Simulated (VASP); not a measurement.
# InSe (C2/m) in VASP: notebook, part 2 of 2

VASP 6.6.1. The steps go on from the part before.

## 4. Single point, PBEsol (strain -0.0750 x Voigt [1, 0, 0, 0, 0, 0])

The input, INCAR:

```
PREC = Accurate ; ENCUT = 520
EDIFF = 1E-6 ; ISMEAR = 0
SIGMA = 0.05 ; LREAL = F
LASPH = T ; NELM = 100
ALGO = Normal ; ISIF = 2
LWAVE = F ; LCHARG = F
GGA = PS ; NBANDS = 27
```

The input, KPOINTS:

```
Automatic mesh
0
Gamma
  8 8 6
```

The input, POSCAR:

```
InSe
1.0
    5.4343069591     -2.0552742521     -0.0052948673
    5.4343069591      2.0552742521     -0.0052948673
   -1.4847347996      0.0000000000      4.2720903652
In Se
2 2
Direct
    0.8858026589      0.8858026589      0.0290539339
    0.1141973411      0.1141973411      0.9709460661
    0.6547212217      0.6547212217      0.6374867706
    0.3452787783      0.3452787783      0.3625132294
```

Potentials or basis: VASP PAW PBE potentials, release 64 (In_d, Se).

Launch:

```
cat potpaw_PBE.64/In_d/POTCAR potpaw_PBE.64/Se/POTCAR > POTCAR
mpirun -np 1 vasp_std > vasp.out
```

OUTCAR:

```text
PREC = Accurate
   ENCUT = 520
   EDIFF = 1E-6
   ISMEAR = 0
   LREAL = F
   LASPH = T
   NELM = 100
   ISIF = 2
   GGA = PS

 ion  position               nearest neighbor table
   1  0.886  0.886  0.029-   3 2.55   2 2.58   4 2.67   4 2.67   2 3.54   2 3.54
   2  0.114  0.114  0.971-   4 2.55   1 2.58   3 2.67   3 2.67   1 3.54   1 3.54
   3  0.655  0.655  0.637-   1 2.55   2 2.67   2 2.67
   4  0.345  0.345  0.363-   2 2.55   1 2.67   1 2.67

  LATTYP: Found a base centered monoclinic cell.
 ALAT       =    10.8686190772
 B/A-ratio  =     0.3782033831
 C/A-ratio  =     0.4161284687
 COS(beta)  =    -0.3292022022

  Lattice vectors:

 A1 = (   5.4343069591,  -2.0552742521,  -0.0052948673)
 A2 = (   5.4343069591,   2.0552742521,  -0.0052948673)
 A3 = (  -1.4847347996,   0.0000000000,   4.2720903652)

Analysis of symmetry for initial positions (statically):
=====================================================================
 Subroutine PRICEL returns:
 Original cell was already a primitive cell.

 Routine SETGRP: Setting up the symmetry group for a
 base centered monoclinic supercell.

 Subroutine GETGRP returns: Found  4 space group operations
 (whereof  4 operations were pure point group operations)
 out of a pool of  4 trial point group operations.

The static configuration has the point symmetry C_2h.

Analysis of symmetry for dynamics (positions and initial velocities):
=====================================================================
 Subroutine PRICEL returns:
 Original cell was already a primitive cell.

 Routine SETGRP: Setting up the symmetry group for a
 base centered monoclinic supercell.

[... 121 lines left out ...]
   EMIN   =  10.00;   EMAX   =-10.00  energy-range for DOS
   EFERMI =   0.00;   METHOD = LEGACY
   ISMEAR =     0;   SIGMA  =   0.05  broadening in eV -4-tet -1-fermi 0-gaus
   EFERMI_NEDOS =   21; number of points for ismear=-14 and -15
   IALGO  =     38    algorithm
   IMIX   =      4    mixing-type and parameters
     AMIX     =   0.40;   BMIX     =  1.00
     AMIX_MAG =   1.60;   BMIX_MAG =  1.00
  volume/ion in A,a.u.               =      23.85       160.94
  Fermi-wavevector in a.u.,A,eV,Ry     =   1.204547  2.276263 19.741135  1.450932
  Thomas-Fermi vector in A             =   2.340269
   LORBIT       =      0    0 simple, 1 ext, 2 COOP (PROOUT), +10 PAW based schemes
   GGA     = PS    functional components
   LHFCALC =     F    Hartree Fock is set to
   AEXX    =    0.0000 exact exchange contribution
   IVDW    =     0    specifies the selected vdW correction
   LEPSILON=     F    determine dielectric tensor
   LRPA    =     F    only Hartree local field effects (RPA)
 non-spin polarized calculation
 Gauss-broadening in eV      SIGMA  =   0.05
  energy-cutoff  :      520.00
  volume of cell :       95.40
 maximum number of plane-waves:      2597
 NGX is ok and might be reduce to    48
   NGX = 21   NGY = 21   NGZ = 17

 number of electron      38.0000010 magnetization

 Free energy of the ion-electron system (eV)
  ---------------------------------------------------
  ext. energy  EPLUGINS =         0.00000000
  ---------------------------------------------------
  free energy    TOTEN  =       -15.24291934 eV

  energy without entropy =      -15.24291934  energy(sigma->0) =      -15.24291934

 E-fermi :   5.9507     XC(G=0): -10.1678

 val. band max:        5.7518179347   @ k =  -0.2500  -0.2500   0.3333
 cond. band min:       6.3696047463   @ k =   0.0000   0.0000   0.5000
 fundamental gap:      0.6177868116
 Fermi energy:         5.9507248860

 k-point     1 :       0.0000    0.0000    0.0000
  band No.  band energies     occupation
      1      -9.1388      2.00000
      2      -9.0970      2.00000
      3      -8.6928      2.00000
      4      -8.6058      2.00000
      5      -8.5632      2.00000
      6      -8.5489      2.00000
[... 709 lines left out ...]
     26      12.9015      0.00000
     27      13.9964      0.00000

 [... further k-points ...]

------------------------ aborting loop because EDIFF is reached ----------------------------------------

  FORCE on cell =-STRESS in cart. coord.  units (eV):
  Direction    XX          YY          ZZ          XY          YZ          ZX
  --------------------------------------------------------------------------------------
  -------------------------------------------------------------------------------------
  Total        8.3940470      1.6559828      2.4685427      0.0000000      0.0000000      1.0413908
  in kB      140.9758399     27.8118018     41.4585344      0.0000000      0.0000000     17.4898883
  external PRESSURE =      70.0820587 kB  Pullay stress =       0.0000000 kB

 VOLUME and BASIS-vectors are now :
 -----------------------------------------------------------------------------
  energy-cutoff  :      520.00
  volume of cell :       95.40
      direct lattice vectors                 reciprocal lattice vectors
     5.434306959 -2.055274252 -0.005294867     0.092039219 -0.243276536  0.031987580
     5.434306959  2.055274252 -0.005294867     0.092039219  0.243276536  0.031987580
    -1.484734800  0.000000000  4.272090365     0.000228148  0.000000000  0.234156737

 POSITION                                       TOTAL-FORCE (eV/Angst)
 -----------------------------------------------------------------------------------
      9.58431      0.00000      0.11474        -0.506980      0.000000      0.360389
     -0.20043      0.00000      4.14676         0.506980      0.000000     -0.360389
      6.16941      0.00000      2.71647        -0.230466      0.000000     -0.383509
      3.21447      0.00000      1.54503         0.230466      0.000000      0.383509
 -----------------------------------------------------------------------------------
    total drift:                               -0.000000     -0.000000      0.000000

  FREE ENERGIE OF THE ION-ELECTRON SYSTEM (eV)
  ---------------------------------------------------
  free  energy   TOTEN  =       -15.2429193394 eV

  energy  without entropy=      -15.2429193394  energy(sigma->0) =      -15.24291934
```

OSZICAR:

```text
N       E                     dE             d eps       ncg     rms          rms(c)
DAV:   1     0.337998996957E+03    0.33800E+03   -0.17706E+04  6156   0.166E+03
DAV:   2     0.237224182136E+02   -0.31428E+03   -0.30454E+03  6218   0.404E+02
DAV:   3    -0.140984364706E+02   -0.37821E+02   -0.37118E+02  7777   0.146E+02
DAV:   4    -0.156586639069E+02   -0.15602E+01   -0.15553E+01  7518   0.296E+01
DAV:   5    -0.157080174055E+02   -0.49353E-01   -0.49346E-01  9023   0.536E+00    0.742E+00
DAV:   6    -0.152886870715E+02    0.41933E+00   -0.72317E-01  8637   0.156E+01    0.440E+00
DAV:   7    -0.152466172980E+02    0.42070E-01   -0.33010E-01  9428   0.539E+00    0.111E+00
DAV:   8    -0.152431046148E+02    0.35127E-02   -0.43115E-02  9228   0.246E+00    0.638E-01
DAV:   9    -0.152429259636E+02    0.17865E-03   -0.43968E-03  8161   0.549E-01    0.176E-01
DAV:  10    -0.152429118029E+02    0.14161E-04   -0.39401E-04  9728   0.200E-01    0.111E-01
DAV:  11    -0.152429237747E+02   -0.11972E-04   -0.14677E-04  8938   0.145E-01    0.273E-02
DAV:  12    -0.152429190968E+02    0.46779E-05   -0.16539E-05  8157   0.390E-02    0.170E-02
DAV:  13    -0.152429193394E+02   -0.24261E-06   -0.18029E-06  5346   0.944E-03
   1 F= -.15242919E+02 E0= -.15242919E+02  d E =-.198196E-10
```

It took 2.7 min on 1 thread of Intel Xeon 6975P-C (Granite Rapids), shared host; peak memory 0.45 GiB.

Results:

```
Free energy            : -15.2429 eV
Pressure               : 7.0 GPa
Largest force          : 0.622 eV/Å
Band gap on the k mesh : 0.62 eV (least direct gap 0.98 eV)
```

Forces in eV/Å, atoms in the order of the input:
```
In  -0.507  0.000  0.360
In   0.507  0.000 -0.360
Se  -0.230  0.000 -0.384
Se   0.230  0.000  0.384
```

Caveat: the cell differs from its parent crystal (strain -0.0750 x Voigt [1, 0, 0, 0, 0, 0]); the cell stands under pressure; the PAW data sets were made with another functional, which shifts forces and pressure a little; spin-orbit coupling is left out, which moves the levels of the heavy elements.

## 5. Overview

```csv
cell,gap on the mesh (eV),pressure (GPa),largest force (eV/Å)
"a = 6.851, b = 6.851, c = 4.630 Å, angles 111.6, 111.6, 34.9°, 4 atoms",none,-4.9,0.29
"a = 5.400, b = 5.400, c = 4.485 Å, angles 106.4, 106.4, 44.7°, 4 atoms",0.16,19.3,2.45
"a = 5.810, b = 5.810, c = 4.523 Å, angles 107.9, 107.9, 41.4°, 4 atoms",0.62,7.0,0.62
```

Alike in all rows: task single point; level PBEsol; potentials or basis VASP PAW PBE potentials, release 64 (In_d, Se); no spin polarisation; k mesh 8 × 8 × 6; cutoff (eV) 520; smearing gaussian 0.05 eV.

Caveats: the PAW data sets were made with another functional, which shifts forces and pressure a little; spin-orbit coupling is left out, which moves the levels of the heavy elements; the cell stands under pressure (at least some runs); the cell stands under tension (at least some runs).

Absolute energies hang on the potentials; compare differences alone.
